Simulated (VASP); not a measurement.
# Ir (Fm-3m) in VASP: notebook

Aim: see how the results for Ir move with the level of theory and the settings. Levels: PBE+D4, PBE+D3(BJ), r2SCAN. Tasks: single point, relaxation of cell and atoms.

Everything below comes from runs of VASP 6.6.1. Logs are shortened: lines on timing, memory, paths and dates and some standing lists are left out, and cuts for length are marked.

## (1) The cell of the first run

The structure is cubic, space group Fm-3m (No. 225). Conventional cell: a = 3.837 Å, b = 3.837 Å, c = 3.837 Å, α = 90.00°, β = 90.00°, γ = 90.00°. Ir (site symmetry m-3m) has 12 Ir at 2.71 Å within 3.6 Å.

## (2) Single point, PBE+D4

Input file INCAR:

```
SYSTEM = Ir
PREC = Accurate
ENCUT = 520
EDIFF = 1E-6
ISMEAR = -1
SIGMA = 0.05
LREAL = .False.
LASPH = .True.
NELM = 100
ALGO = Normal
ISIF = 2
LWAVE = .False.
LCHARG = .False.
GGA = PE
IVDW = 13
NBANDS = 10
```

Input file KPOINTS:

```
regular mesh
0
Gamma
  12 12 12
  0 0 0
```

Input file POSCAR:

```
Ir
1.0
    0.0000000000      1.9182759105      1.9182759105
    1.9182759105      0.0000000000      1.9182759105
    1.9182759105      1.9182759105      0.0000000000
Ir
1
Direct
    0.0000000000      0.0000000000      0.0000000000
```

Potentials or basis: VASP PAW PBE potentials, release 64 (Ir).

The run is started by

```sh
$ cat potpaw_PBE.64/Ir/POTCAR > POTCAR
$ mpirun -np 1 vasp_std > vasp.out
```

OUTCAR:

```text
SYSTEM = Ir
   PREC = Accurate
   ENCUT = 520
   EDIFF = 1E-6
   ISMEAR = -1
   LREAL = .False.
   LASPH = .True.
   NELM = 100
   ISIF = 2
   GGA = PE
   IVDW = 13

 ion  position               nearest neighbor table
   1  0.000  0.000  0.000-

  LATTYP: Found a face centered cubic cell.
 ALAT       =     3.8365518210

  Lattice vectors:

 A1 = (   0.0000000000,   1.9182759105,   1.9182759105)
 A2 = (   1.9182759105,   0.0000000000,   1.9182759105)
 A3 = (   1.9182759105,   1.9182759105,   0.0000000000)

Analysis of symmetry for initial positions (statically):
[... 5 lines left out ...]
 face centered cubic supercell.

 Subroutine GETGRP returns: Found 48 space group operations
 (whereof 48 operations were pure point group operations)
 out of a pool of 48 trial point group operations.

The static configuration has the point symmetry O_h .

Analysis of symmetry for dynamics (positions and initial velocities):
[... 5 lines left out ...]
 face centered cubic supercell.

 Subroutine GETGRP returns: Found 48 space group operations
 (whereof 48 operations were pure point group operations)
 out of a pool of 48 trial point group operations.

The dynamic configuration has the point symmetry O_h .

 Subroutine INISYM returns: Found 48 space group operations
 (whereof 48 operations are pure point group operations),
 and found     1 'primitive' translations

----------------------------------------------------------------------------------------

                                     Primitive cell

  volume of cell :      14.1177

  direct lattice vectors                    reciprocal lattice vectors
     0.000000000  1.918275911  1.918275911    -0.260650721  0.260650721  0.260650721
     1.918275911  0.000000000  1.918275911     0.260650721 -0.260650721  0.260650721
     1.918275911  1.918275911  0.000000000     0.260650721  0.260650721 -0.260650721

  length of vectors
     2.712851809  2.712851809  2.712851809     0.451460293  0.451460293  0.451460293

  position of ions in fractional coordinates (direct lattice)
     0.000000000  0.000000000  0.000000000

  ion indices of the primitive-cell ions
   primitive index   ion index
                 1           1

----------------------------------------------------------------------------------------

 KPOINTS: regular mesh

Automatic generation of k-mesh.
 Grid dimensions read from file:
 generate k-points for:   12   12   12

[... 59 lines left out ...]
   LSORBIT =      F    spin-orbit coupling
   LASPH  =      T    aspherical Exc in radial PAW
   ENCUT  =  520.0 eV  38.22 Ry    6.18 a.u.   5.04  5.04  5.04*2*pi/ulx,y,z
   NELM   =    100;   NELMIN=  2; NELMDL= -5     # of ELM steps
   EDIFF  = 0.1E-05   stopping-criterion for ELM
   LREAL  =      F    real-space projection
   EDIFFG = 0.1E-04   stopping-criterion for IOM
   NSW    =      0    number of steps for IOM
   IBRION =     -1    ionic relax: 0-MD 1-quasi-New 2-CG
   NFREE  =      0    steps in history (QN), initial steepest desc. (CG)
   ISIF   =      2    stress and relaxation
   ISYM   =      2    0-nonsym 1-usesym 2-fastsym
   POTIM  = 0.5000    time-step for ionic-motion
   TEBEG  =    0.0;   TEEND  =   0.0 temperature during run
   PSTRESS=    0.0 pullay stress
   NELECT =       9.0000    total number of electrons
   NUPDOWN=      -1.0000    fix difference up-down
   EMIN   =  10.00;   EMAX   =-10.00  energy-range for DOS
[... 5 lines left out ...]
     AMIX     =   0.40;   BMIX     =  1.00
     AMIX_MAG =   1.60;   BMIX_MAG =  1.00
  volume/ion in A,a.u.               =      14.12        95.27
  Fermi-wavevector in a.u.,A,eV,Ry     =   1.408968  2.662564 27.010177  1.985192
  Thomas-Fermi vector in A             =   2.531072
   LORBIT       =      0    0 simple, 1 ext, 2 COOP (PROOUT), +10 PAW based schemes
   GGA     = PE    functional components
   LHFCALC =     F    Hartree Fock is set to
   AEXX    =    0.0000 exact exchange contribution
   IVDW    =    13    specifies the selected vdW correction
   LEPSILON=     F    determine dielectric tensor
   LRPA    =     F    only Hartree local field effects (RPA)
 non-spin polarized calculation
  energy-cutoff  :      520.00
  volume of cell :       14.12
 maximum number of plane-waves:       392
   NGX =  9   NGY =  9   NGZ =  9

 number of electron       9.0000000 magnetization

 Free energy of the ion-electron system (eV)
  ---------------------------------------------------
  ext. energy  EPLUGINS =         0.00000000
  ---------------------------------------------------
  free energy    TOTEN  =        -8.85775263 eV

  energy without entropy =       -8.85299638  energy(sigma->0) =       -8.85537450

 E-fermi :  10.4735     XC(G=0): -14.0013

 val. band max:       10.4554764165   @ k =  -0.3333   0.3333   0.0000
 cond. band min:      10.4737796153   @ k =  -0.2500   0.0833   0.0000
 fundamental gap:      0.0183031988
 Fermi energy:        10.4734712713

 k-point     1 :       0.0000    0.0000    0.0000
  band No.  band energies     occupation
      1      -0.6994      2.00000
      2       6.5429      2.00000
      3       6.5429      2.00000
      4       6.5429      2.00000
      5       9.2381      2.00000
      6       9.2381      2.00000
      7      24.7673      0.00000
      8      30.3616      0.00000
      9      30.3616      0.00000
     10      30.3616      0.00000
[... 287 lines left out ...]
 k-point    24 :      -0.4167    0.1667    0.0000
  band No.  band energies     occupation
      1       3.2653      2.00000
      2       5.6736      2.00000
      3       7.2639      2.00000
      4       7.4460      2.00000
      5      10.8937      0.00045
      6      14.2273      0.00000
      7      17.7087      0.00000
      8      25.7627      0.00000
      9      28.0257      0.00000
     10      30.0416      0.00000

 [... further k-points ...]

------------------------ aborting loop because EDIFF is reached ----------------------------------------

  DFT-D4 for vdW energy calculation

  Edisp (eV):   -0.92541

  FORCE on cell =-STRESS in cart. coord.  units (eV):
  Direction    XX          YY          ZZ          XY          YZ          ZX
  --------------------------------------------------------------------------------------
  -------------------------------------------------------------------------------------
  Total       0.05129     0.05129     0.05129    -0.00000    -0.00000    -0.00000
  in kB       5.82032     5.82032     5.82032    -0.00000    -0.00000    -0.00000
  external pressure =        5.82 kB  Pullay stress =        0.00 kB

 VOLUME and BASIS-vectors are now :
 -----------------------------------------------------------------------------
  energy-cutoff  :      520.00
  volume of cell :       14.12
      direct lattice vectors                 reciprocal lattice vectors
     0.000000000  1.918275911  1.918275911    -0.260650721  0.260650721  0.260650721
     1.918275911  0.000000000  1.918275911     0.260650721 -0.260650721  0.260650721
     1.918275911  1.918275911  0.000000000     0.260650721  0.260650721 -0.260650721

 POSITION                                       TOTAL-FORCE (eV/Angst)
 -----------------------------------------------------------------------------------
      0.00000      0.00000      0.00000         0.000000      0.000000      0.000000
 -----------------------------------------------------------------------------------
    total drift:                               -0.000000      0.000000      0.000000

  FREE ENERGIE OF THE ION-ELECTRON SYSTEM (eV)
  ---------------------------------------------------
  free  energy   TOTEN  =        -9.7831580577 eV

  energy  without entropy=       -9.7784018046  energy(sigma->0) =       -9.78077993
```

Wall time 7.9 s (1 thread of Intel Xeon Platinum 8259CL at 2.50GHz (Skylake/Cascade Lake), shared host); peak memory 0.13 GiB.

Results:

```
Free energy                : -9.7832 eV
Pressure                   : 0.6 GPa
Dispersion energy per atom : -0.925 eV
```

Caveat: spin-orbit coupling is left out, which moves the levels of the heavy elements; pairwise dispersion overbinds metals, which lowers pressure and volume.

## (3) Relaxation of cell and atoms, PBE+D3(BJ)

This run uses another cell than the first one, of 14.06 Å³/atom, 0.996 times its volume.

Input file INCAR:

```
PREC = Accurate
ENCUT = 600
EDIFF = 1E-6
ISMEAR = -1
SIGMA = 0.05
LREAL = False
LASPH = True
NELM = 80
ALGO = Fast
ISIF = 3
LWAVE = False
LCHARG = False
GGA = PE
IVDW = 12
IBRION = 2
NSW = 60
EDIFFG = -0.01
```

Input file KPOINTS:

```
Automatic mesh
0
Gamma
  12 12 12
```

Input file POSCAR:

```
Ir
1.0
    0.0000000000      1.9156000000      1.9156000000
    1.9156000000      0.0000000000      1.9156000000
    1.9156000000      1.9156000000      0.0000000000
Ir
1
Direct
    0.0000000000      0.0000000000      0.0000000000
```

Potentials or basis: VASP PAW PBE potentials, release 64 (Ir).

The run is started by

```sh
$ cat potpaw_PBE.64/Ir/POTCAR > POTCAR
$ mpirun -np 1 vasp_std > vasp.out
```

Wall time 23 s (1 thread of Intel Xeon Platinum 8259CL at 2.50GHz (Skylake/Cascade Lake), shared host); peak memory 0.16 GiB.

Results (log left out):

```
Free energy                            : -9.5949 eV
Relaxed volume                         : 14.17 Å³/atom
Relaxed cell                           : a = 2.716 Å, b = 2.716 Å, c = 2.716 Å, α = 60.00°, β = 60.00°, γ = 60.00°
Space group after relaxing (to 0.05 Å) : Fm-3m (No. 225)
Energy gained by relaxing              : 1.1 meV/atom
Ionic steps                            : 3
Pressure after relaxing                : 0.0 GPa
Dispersion energy per atom             : -0.734 eV
```

The path:
```tsv
step	energy change (eV)	largest force (eV/Å)	pressure (GPa)	volume (Å³)
1	0.0000	0.0000	3.10	14.06
2	0.0145	0.0000	-10.70	14.62
3	-0.0011	0.0000	0.02	14.17
```

Final structure:
```xyz
1
Lattice="0.0000 1.9208 1.9208 1.9208 0.0000 1.9208 1.9208 1.9208 0.0000" Properties=species:S:1:pos:R:3 pbc="T T T"
Ir    0.0000    0.0000    0.0000
```

Levels at points of the mesh, in eV from the Fermi level:
| k point | band 1 | band 2 | band 3 | band 4 | band 5 | band 6 | band 7 | band 8 |
| --- | --- | --- | --- | --- | --- | --- | --- | --- |
| (0.00, 0.00, 0.00) | -11.13 | -3.91 | -3.91 | -3.91 | -1.23 | -1.23 | 14.30 | 19.87 |
| (0.50, 0.00, 0.00) | -8.11 | -4.01 | -4.01 | -0.79 | 0.86 | 0.86 | 7.22 | 13.84 |
| (0.50, 0.50, 0.00) | -7.92 | -7.35 | 0.83 | 1.44 | 1.44 | 1.67 | 10.46 | 11.67 |

Caveat: spin-orbit coupling is left out, which moves the levels of the heavy elements; pairwise dispersion overbinds metals, which lowers pressure and volume.

## (4) Single point, r2SCAN

This run uses another cell than the first one, of 14.19 Å³/atom, 1.005 times its volume.

Input file POSCAR:

```
Ir
1.0
    0.0000000000      1.9213953145      1.9213953145
    1.9213953145      0.0000000000      1.9213953145
    1.9213953145      1.9213953145      0.0000000000
Ir
1
Direct
    0.0000000000      0.0000000000      0.0000000000
```

Input file INCAR.step1:

```
SYSTEM = Ir
  ALGO = Normal
  EDIFF = 1E-4
  ENCUT = 520
  GGA = PE
  ISMEAR = -1
  LASPH = .True.
  LCHARG = .False.
  LREAL = .False.
  LWAVE = .True.
  NBANDS = 10
  NELM = 60
  PREC = Accurate
  SIGMA = 0.05
```

Input file INCAR.step2:

```
SYSTEM = Ir
  ALGO = Normal
  EDIFF = 1E-6
  ENCUT = 520
  ISIF = 2
  ISMEAR = -1
  ISTART = 1
  LASPH = .True.
  LCHARG = .False.
  LMIXTAU = .True.
  LREAL = .False.
  LWAVE = .False.
  METAGGA = R2SCAN
  NBANDS = 10
  NELM = 60
  PREC = Accurate
  SIGMA = 0.05
```

Input file KPOINTS:

```
k-points
0
Gamma
  12 12 12
  0 0 0
```

The run is started by

```sh
$ cat potpaw_PBE.64/Ir/POTCAR > POTCAR
$ cp INCAR.step1 INCAR
$ mpirun -np 1 vasp_std > vasp.out
$ cp INCAR.step2 INCAR
$ mpirun -np 1 vasp_std > vasp.out
```

Run time: 16 s. Hardware: 1 thread of Intel Xeon 6975P-C (Granite Rapids), shared host; peak memory 0.13 GiB.

It converged, with:

```
Free energy : -52.3853 eV
Pressure    : 2.5 GPa
```

Levels at points of the mesh, in eV from the Fermi level:
| k point | band 1 | band 2 | band 3 | band 4 | band 5 | band 6 | band 7 | band 8 | band 9 |
| --- | --- | --- | --- | --- | --- | --- | --- | --- | --- |
| (0.00, 0.00, 0.00) | -11.53 | -4.02 | -4.02 | -4.02 | -1.32 | -1.32 | 15.08 | 20.92 | 20.92 |
| (0.50, 0.00, 0.00) | -8.42 | -4.17 | -4.17 | -0.73 | 0.90 | 0.90 | 7.60 | 14.71 | 20.77 |
| (0.50, 0.50, 0.00) | -8.21 | -7.63 | 0.80 | 1.53 | 1.53 | 1.75 | 11.00 | 12.29 | 12.29 |

Caveat: the PAW data sets were made with another functional, which shifts forces and pressure a little; spin-orbit coupling is left out, which moves the levels of the heavy elements.

## (5) The runs side by side

| task | level | cell | cutoff (eV) | gap on the mesh (eV) | pressure (GPa) |
| --- | --- | --- | --- | --- | --- |
| single point | PBE+D4 | a = 2.713 Å, angles 60.0°, 1 atom | 520 | none | 0.6 |
| relaxation of cell and atoms | PBE+D3(BJ) | relaxed from a = 2.709 Å, angles 60.0°, 1 atom | 600 | none | 0.0 |
| single point | r2SCAN | a = 2.717 Å, angles 60.0°, 1 atom | 520 | none | 2.5 |

Alike in all rows: potentials or basis VASP PAW PBE potentials, release 64 (Ir); no spin polarisation; k mesh 12 × 12 × 12; smearing fermi-dirac 0.05 eV.

Caveats: spin-orbit coupling is left out, which moves the levels of the heavy elements; pairwise dispersion overbinds metals, which lowers pressure and volume (some runs); the PAW data sets were made with another functional, which shifts forces and pressure a little (some runs).

Total energies depend on the potentials used, so only differences within one code and one set of settings carry meaning.
